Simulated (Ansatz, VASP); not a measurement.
# Tl: VASP beside Ansatz

Contents of INCAR:

```
SYSTEM = Tl
ALGO = Normal
EDIFF = 1E-6
ENCUT = 520
GGA = PE
ISIF = 2
ISMEAR = -1
LASPH = .TRUE.
LCHARG = .FALSE.
LREAL = .FALSE.
LWAVE = .FALSE.
NBANDS = 20
NELM = 100
PREC = Accurate
SIGMA = 0.08
```

Contents of KPOINTS:

```
k-points
0
G
  13 13 13
  0 0 0
```

POSCAR

```
Tl
1.0
   -2.4134690733      2.4134690733      1.2876740544
    2.4134690733     -2.4134690733      1.2876740544
    2.4134690733      2.4134690733     -1.2876740544
Tl
2
Direct
   -0.3750000000     -0.1250000000     -0.2500000000
    0.3750000000      0.1250000000      0.2500000000
```

Input for Ansatz:

```yaml
crystal:
  lattice:
    - [-2.4134690733, 2.4134690733, 1.2876740544]
    - [2.4134690733, -2.4134690733, 1.2876740544]
    - [2.4134690733, 2.4134690733, -1.2876740544]
  atoms:
    - { symbol: Tl, position: [-0.375, -0.125, -0.25] }
    - { symbol: Tl, position: [0.375, 0.125, 0.25] }
kpoints:
  mp_grid: { grid: [13, 13, 13] }
  band_path:
    path:
      - [0.0, 0.0, 0.0]
      - [0.0, 0.0, 0.5]
      - [-0.5, 0.5, 0.5]
      - [0.0, 0.0, 0.0]
      - [0.3211653227, 0.3211653227, -0.3211653227]
      - [-0.3211653227, 0.6788346773, 0.3211653227]
      - [-0.5, 0.5, 0.5]
      - [0.0, 0.0, 0.5]
      - [0.25, 0.25, 0.25]
    npoints: 8
scf:
  occupations: { method: fermi_dirac, width: 0.08 }
hamiltonian:
  xc: pbe
  pseudopotentials: { kind: all_electron, lapw: { basis_error: 0.001 } }
output:
  forces: true
  stress: true
  eigenvalues: true
  populations: true
  dos: { projected: true, de: 0.2, e_range: [-14, 8] }
```

Change from the starting cell: volume scaled by 0.45, LAPW.

Alike in both runs: task single point; functional PBE; k mesh 13 × 13 × 13; occupations fermi-dirac, width 0.08 eV; no spin polarisation.

```csv
,VASP,Ansatz
version,VASP 6.6.1,Ansatz 0.2.0
potentials or method,"VASP PAW PBE potentials, release 64 (Tl_d), cutoff 520 eV","all-electron LAPW, scalar-relativistic"
```

|  | VASP | Ansatz | Ansatz less VASP |
| --- | --- | --- | --- |
| pressure (GPa) | 166.0 | 165.6 | -0.37 |

Both programs put the cell under a high pressure, so it lies far from rest at this level. Ansatz ran all-electron here, and VASP with PAW potentials.

Neither program's run includes spin-orbit coupling. Noted on VASP's run: the cell as given lies far from equilibrium.
